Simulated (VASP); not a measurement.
# WS2 (P1) in VASP: single point with PBEsol+D3(BJ)

Aim: the single point of WS2 with PBEsol+D3(BJ).

Everything below comes from runs of VASP 6.6.1. Logs are shortened: lines on timing, memory, paths and dates and some standing lists are left out, and cuts for length are marked.

## Step 1: The cell of the first run

The typed cell holds 3 atoms: a = 6.427 Å, b = 6.427 Å, c = 6.427 Å, α = 28.44°, β = 28.44°, γ = 28.44°.

## Step 2: Single point, PBEsol+D3(BJ) (atom 3 (S) moved by (+0.300, +0.300) A along [1 1 0] and z)

INCAR

```
SYSTEM = WS2
  ALGO = Normal
  EDIFF = 1E-6
  ENCUT = 520
  GGA = PS
  ISIF = 2
  ISMEAR = 0
  IVDW = 12
  LASPH = .True.
  LCHARG = .True.
  LELF = .True.
  LREAL = .False.
  LVHAR = .True.
  LWAVE = .False.
  NBANDS = 20
  NELM = 60
  PREC = Accurate
  SIGMA = 0.05
```

KPOINTS

```
k-points
0
Gamma
  12 12 12
  0 0 0
```

POSCAR

```
WS2
1.0
    1.5790003843      0.9116362969      6.1633300000
   -1.5790003843      0.9116362969      6.1633300000
    0.0000000000     -1.8232725938      6.1633300000
W S
1 2
Direct
    0.0000000000      0.0000000000      0.0000000000
    0.7503000000      0.7503000000      0.7503000000
    0.7031801694      0.5688343919      0.5196604244
```

Potentials or basis: VASP PAW PBE potentials, release 64 (W_sv, S).

Launch:

```console
cat potpaw_PBE.64/W_sv/POTCAR potpaw_PBE.64/S/POTCAR > POTCAR
mpirun -np 1 vasp_std > vasp.out
```

OUTCAR:

```text
SYSTEM = WS2
   EDIFF = 1E-6
   ENCUT = 520
   GGA = PS
   ISIF = 2
   ISMEAR = 0
   IVDW = 12
   LASPH = .True.
   LREAL = .False.
   NELM = 60
   PREC = Accurate
 IVDW          = 12

 ion  position               nearest neighbor table
   1  0.000  0.000  0.000-   3 2.07   3 2.19   2 2.39   2 2.39   2 2.39   3 2.47
   2  0.750  0.750  0.750-   1 2.39   1 2.39   1 2.39
   3  0.703  0.569  0.520-   1 2.07   1 2.19   1 2.47

  LATTYP: Found a trigonal (rhomboedric) cell.
 ALAT       =     6.4273602389
 COS(alpha) =     0.8792939096

  Lattice vectors:

 A1 = (   1.5790003843,   0.9116362969,   6.1633300000)
 A2 = (  -1.5790003843,   0.9116362969,   6.1633300000)
 A3 = (   0.0000000000,  -1.8232725938,   6.1633300000)

Analysis of symmetry for initial positions (statically):
=====================================================================
 Subroutine PRICEL returns:
 Original cell was already a primitive cell.

 Routine SETGRP: Setting up the symmetry group for a
 trigonal (rhombohedral) supercell.

 Subroutine GETGRP returns: Found  1 space group operations
 (whereof  1 operations were pure point group operations)
 out of a pool of 12 trial point group operations.

The static configuration has the point symmetry C_1 .

Analysis of symmetry for dynamics (positions and initial velocities):
=====================================================================
 Subroutine PRICEL returns:
 Original cell was already a primitive cell.

 Routine SETGRP: Setting up the symmetry group for a
 trigonal (rhombohedral) supercell.

 Subroutine GETGRP returns: Found  1 space group operations
 (whereof  1 operations were pure point group operations)
 out of a pool of 12 trial point group operations.

The dynamic configuration has the point symmetry C_1 .

 Subroutine INISYM returns: Found  1 space group operations
 (whereof  1 operations are pure point group operations),
 and found     1 'primitive' translations

----------------------------------------------------------------------------------------

                                     Primitive cell

  volume of cell :      53.2317

  direct lattice vectors                    reciprocal lattice vectors
     1.579000384  0.911636297  6.163330000     0.316656034  0.182821447  0.054083318
    -1.579000384  0.911636297  6.163330000    -0.316656034  0.182821447  0.054083318
     0.000000000 -1.823272594  6.163330000     0.000000000 -0.365642893  0.054083318

  length of vectors
     6.427360239  6.427360239  6.427360239     0.369621064  0.369621064  0.369621064

  position of ions in fractional coordinates (direct lattice)
     0.000000000  0.000000000  0.000000000
     0.750300000  0.750300000  0.750300000
     0.703180169  0.568834392  0.519660424

  ion indices of the primitive-cell ions
   primitive index   ion index
                 1           1
                 2           2
                 3           3

----------------------------------------------------------------------------------------

 KPOINTS: k-points

Automatic generation of k-mesh.
 Grid dimensions read from file:
 generate k-points for:   12   12   12

 Generating k-lattice:

  Cartesian coordinates                     Fractional coordinates (reciprocal lattice)
     0.026388003  0.015235121  0.004506943     0.083333333  0.000000000  0.000000000
    -0.026388003  0.015235121  0.004506943     0.000000000  0.083333333  0.000000000
     0.000000000 -0.030470241  0.004506943     0.000000000  0.000000000  0.083333333

  Length of vectors
     0.030801755  0.030801755  0.030801755

  Shift w.r.t. Gamma in fractional coordinates (k-lattice)
     0.000000000  0.000000000  0.000000000

 Subroutine IBZKPT returns following result:
 ===========================================

 Found    868 irreducible k-points:

 Following reciprocal coordinates:
            Coordinates               Weight
  0.000000  0.000000  0.000000      1.000000
  0.083333  0.000000  0.000000      2.000000
  0.000000  0.083333  0.000000      2.000000
  0.000000  0.000000  0.083333      2.000000
  0.166667  0.000000  0.000000      2.000000
  0.000000  0.166667  0.000000      2.000000
[... 16 lines left out ...]
  0.166667  0.083333  0.000000      2.000000
 -0.166667 -0.000000 -0.083333      2.000000
 [... further k-points ...]
   k-points           NKPTS =    868   k-points in BZ     NKDIM =    868   number of bands    NBANDS=     20
   number of dos      NEDOS =    301   number of ions     NIONS =      3
   total plane-waves  NPLWV = 110592
   dimension x,y,z NGX =    48 NGY =   48 NGZ =   48
   dimension x,y,z NGXF=    96 NGYF=   96 NGZF=   96
   ions per type =               1   2
   NGX,Y,Z   is equivalent  to a cutoff of  12.42, 12.42, 12.42 a.u.
   NGXF,Y,Z  is equivalent  to a cutoff of  24.83, 24.83, 24.83 a.u.
 SYSTEM =  WS2
   PREC   = accura    normal or accurate (medium, high low for compatibility)
   ISTART =      0    job   : 0-new  1-cont  2-samecut
   ICHARG =      2    charge: 1-file 2-atom 10-const
   ISPIN  =      1    spin polarized calculation?
   LNONCOLLINEAR =      F non collinear calculations
   LSORBIT =      F    spin-orbit coupling
   LASPH  =      T    aspherical Exc in radial PAW
   ENCUT  =  520.0 eV  38.22 Ry    6.18 a.u.  11.95 11.95 11.95*2*pi/ulx,y,z
   NELM   =     60;   NELMIN=  2; NELMDL= -5     # of ELM steps
   EDIFF  = 0.1E-05   stopping-criterion for ELM
   LREAL  =      F    real-space projection
   EDIFFG = 0.1E-04   stopping-criterion for IOM
   NSW    =      0    number of steps for IOM
   IBRION =     -1    ionic relax: 0-MD 1-quasi-New 2-CG
   NFREE  =      0    steps in history (QN), initial steepest desc. (CG)
   ISIF   =      2    stress and relaxation
   ISYM   =      2    0-nonsym 1-usesym 2-fastsym
   POTIM  = 0.5000    time-step for ionic-motion
   TEBEG  =    0.0;   TEEND  =   0.0 temperature during run
   PSTRESS=    0.0 pullay stress
   NELECT =      26.0000    total number of electrons
   NUPDOWN=      -1.0000    fix difference up-down
   EMIN   =  10.00;   EMAX   =-10.00  energy-range for DOS
   EFERMI =   0.00;   METHOD = LEGACY
   ISMEAR =     0;   SIGMA  =   0.05  broadening in eV -4-tet -1-fermi 0-gaus
   EFERMI_NEDOS =   21; number of points for ismear=-14 and -15
   IALGO  =     38    algorithm
   IMIX   =      4    mixing-type and parameters
     AMIX     =   0.40;   BMIX     =  1.00
     AMIX_MAG =   1.60;   BMIX_MAG =  1.00
  volume/ion in A,a.u.               =      17.74       119.74
  Fermi-wavevector in a.u.,A,eV,Ry     =   1.289266  2.436359 22.615688  1.662206
  Thomas-Fermi vector in A             =   2.421169
   LORBIT       =      0    0 simple, 1 ext, 2 COOP (PROOUT), +10 PAW based schemes
   GGA     = PS    functional components
   LHFCALC =     F    Hartree Fock is set to
   AEXX    =    0.0000 exact exchange contribution
   IVDW    =    12    specifies the selected vdW correction
   LEPSILON=     F    determine dielectric tensor
   LRPA    =     F    only Hartree local field effects (RPA)
 non-spin polarized calculation
 Gauss-broadening in eV      SIGMA  =   0.05
  energy-cutoff  :      520.00
  volume of cell :       53.23
 maximum number of plane-waves:      1450
   NGX = 23   NGY = 23   NGZ = 23

 number of electron      26.0000000 magnetization

 Free energy of the ion-electron system (eV)
  ---------------------------------------------------
  ext. energy  EPLUGINS =         0.00000000
  ---------------------------------------------------
  free energy    TOTEN  =       -23.60945605 eV

  energy without entropy =      -23.60900126  energy(sigma->0) =      -23.60922865

 E-fermi :   7.8689     XC(G=0): -10.9023

 val. band max:        7.8670204623   @ k =   0.4167   0.3333   0.3333
 cond. band min:       7.8812744582   @ k =  -0.4167   0.2500  -0.0833
 fundamental gap:      0.0142539959
 Fermi energy:         7.8689493210

 k-point     1 :       0.0000    0.0000    0.0000
  band No.  band energies     occupation
      1     -67.0890      2.00000
      2     -31.5223      2.00000
      3     -31.4066      2.00000
      4     -31.2532      2.00000
      5      -8.9361      2.00000
      6      -6.3035      2.00000
[... 12 lines left out ...]
     19      14.8928      0.00000
     20      15.5175      0.00000

 k-point     2 :       0.0833    0.0000    0.0000
  band No.  band energies     occupation
      1     -67.0876      2.00000
      2     -31.5210      2.00000
      3     -31.4100      2.00000
      4     -31.2796      2.00000
      5      -8.8184      2.00000
      6      -6.2698      2.00000
[... 12 lines left out ...]
     19      14.8837      0.00000
     20      15.9448      0.00000

 k-point     3 :       0.0000    0.0833    0.0000
  band No.  band energies     occupation
      1     -67.0876      2.00000
      2     -31.5247      2.00000
      3     -31.4224      2.00000
      4     -31.2656      2.00000
      5      -8.8031      2.00000
      6      -6.2873      2.00000
[... 12 lines left out ...]
     19      15.1585      0.00000
     20      15.9762      0.00000

 k-point     4 :       0.0000    0.0000    0.0833
  band No.  band energies     occupation
      1     -67.0876      2.00000
      2     -31.5279      2.00000
      3     -31.4228      2.00000
      4     -31.2624      2.00000
      5      -8.8004      2.00000
      6      -6.2918      2.00000
[... 12 lines left out ...]
     19      15.1733      0.00000
     20      16.0623      0.00000

 k-point     5 :       0.1667    0.0000    0.0000
  band No.  band energies     occupation
      1     -67.0839      2.00000
      2     -31.5212      2.00000
      3     -31.4169      2.00000
      4     -31.3496      2.00000
      5      -8.4875      2.00000
      6      -6.1728      2.00000
[... 12 lines left out ...]
     19      14.8036      0.00000
     20      16.5021      0.00000

 k-point     6 :       0.0000    0.1667    0.0000
  band No.  band energies     occupation
      1     -67.0837      2.00000
      2     -31.5521      2.00000
      3     -31.4493      2.00000
      4     -31.2940      2.00000
      5      -8.4268      2.00000
      6      -6.2414      2.00000
[... 12 lines left out ...]
     19      15.5053      0.00000
     20      16.3612      0.00000

 k-point     7 :      -0.0000   -0.0000    0.1667
  band No.  band energies     occupation
      1     -67.0837      2.00000
      2     -31.5685      2.00000
      3     -31.4434      2.00000
      4     -31.2850      2.00000
      5      -8.4160      2.00000
      6      -6.2591      2.00000
[... 12 lines left out ...]
     19      15.6872      0.00000
     20      16.3800      0.00000
[... 277 lines left out ...]
 k-point    20 :       0.0833    0.0833    0.0000
  band No.  band energies     occupation
      1     -67.0876      2.00000
      2     -31.5279      2.00000
      3     -31.4228      2.00000
      4     -31.2624      2.00000
      5      -8.7980      2.00000
      6      -6.2975      2.00000
[... 12 lines left out ...]
     19      15.1991      0.00000
     20      16.0644      0.00000

 k-point    21 :      -0.0833   -0.0000   -0.0833
  band No.  band energies     occupation
      1     -67.0876      2.00000
      2     -31.5247      2.00000
      3     -31.4224      2.00000
      4     -31.2656      2.00000
      5      -8.8011      2.00000
      6      -6.2924      2.00000
[... 12 lines left out ...]
     19      15.1717      0.00000
     20      15.9807      0.00000

 k-point    22 :       0.0000    0.0833    0.0833
  band No.  band energies     occupation
      1     -67.0876      2.00000
      2     -31.5210      2.00000
      3     -31.4100      2.00000
      4     -31.2796      2.00000
      5      -8.8164      2.00000
      6      -6.2757      2.00000
[... 12 lines left out ...]
     19      14.9081      0.00000
     20      15.9679      0.00000

 k-point    23 :       0.1667    0.0833    0.0000
  band No.  band energies     occupation
      1     -67.0850      2.00000
      2     -31.5345      2.00000
      3     -31.4277      2.00000
      4     -31.3041      2.00000
      5      -8.5679      2.00000
      6      -6.2415      2.00000
[... 12 lines left out ...]
     19      15.2089      0.00000
     20      16.5731      0.00000

 k-point    24 :      -0.1667   -0.0000   -0.0833
  band No.  band energies     occupation
      1     -67.0851      2.00000
      2     -31.5220      2.00000
      3     -31.4291      2.00000
      4     -31.3140      2.00000
      5      -8.5760      2.00000
      6      -6.2274      2.00000
[... 12 lines left out ...]
     19      15.1725      0.00000
     20      16.4358      0.00000

 [... further k-points ...]

------------------------ aborting loop because EDIFF is reached ----------------------------------------

 Edisp (eV)   -1.14775

 E8    (eV) :    -0.7430

  FORCE on cell =-STRESS in cart. coord.  units (eV):
  Direction    XX          YY          ZZ          XY          YZ          ZX
  --------------------------------------------------------------------------------------
  -------------------------------------------------------------------------------------
  Total       2.14589     8.18738    11.09809    -3.12885     5.35014     2.86244
  in kB      64.58744   246.42524   334.03212   -94.17270   161.02931    86.15417
  external pressure =      215.01 kB  Pullay stress =        0.00 kB

 VOLUME and BASIS-vectors are now :
 -----------------------------------------------------------------------------
  energy-cutoff  :      520.00
  volume of cell :       53.23
      direct lattice vectors                 reciprocal lattice vectors
     1.579000384  0.911636297  6.163330000     0.316656034  0.182821447  0.054083318
    -1.579000384  0.911636297  6.163330000    -0.316656034  0.182821447  0.054083318
     0.000000000 -1.823272594  6.163330000     0.000000000 -0.365642893  0.054083318

 POSITION                                       TOTAL-FORCE (eV/Angst)
 -----------------------------------------------------------------------------------
      0.00000      0.00000      0.00000         2.784033      4.295907      7.087020
      0.00000      0.00000     13.87304        -0.233754     -0.034870      1.197837
      0.21213      0.21213     11.04268        -2.550279     -4.261037     -8.284857
 -----------------------------------------------------------------------------------
    total drift:                               -0.000007     -0.000002      0.000055

  FREE ENERGIE OF THE ION-ELECTRON SYSTEM (eV)
  ---------------------------------------------------
  free  energy   TOTEN  =       -24.7572039457 eV

  energy  without entropy=      -24.7567491603  energy(sigma->0) =      -24.75697655
```

It took 41 min on 1 thread of AMD EPYC 7R13 (Zen 3), shared host; peak memory 0.95 GiB.

What came out:

* Free energy: -24.7572 eV
* Pressure: 21.5 GPa
* Largest force: 9.659 eV/Å
* Band gap on the k mesh: zero (band 13 reaches 8.03 eV, above the bottom of band 14 at 7.88 eV)
* Dispersion energy per atom: -0.383 eV

Forces on the atoms (eV/Å):
```
W    2.784  4.296  7.087
S   -0.234 -0.035  1.198
S   -2.550 -4.261 -8.285
```

Caveat: the cell differs from its parent crystal (atom 3 (S) moved by (+0.300, +0.300) A along [1 1 0] and z); the PAW data sets were made with another functional, which shifts forces and pressure a little; spin-orbit coupling is left out, which moves the levels of the heavy elements; pairwise dispersion overbinds metals, which lowers pressure and volume.
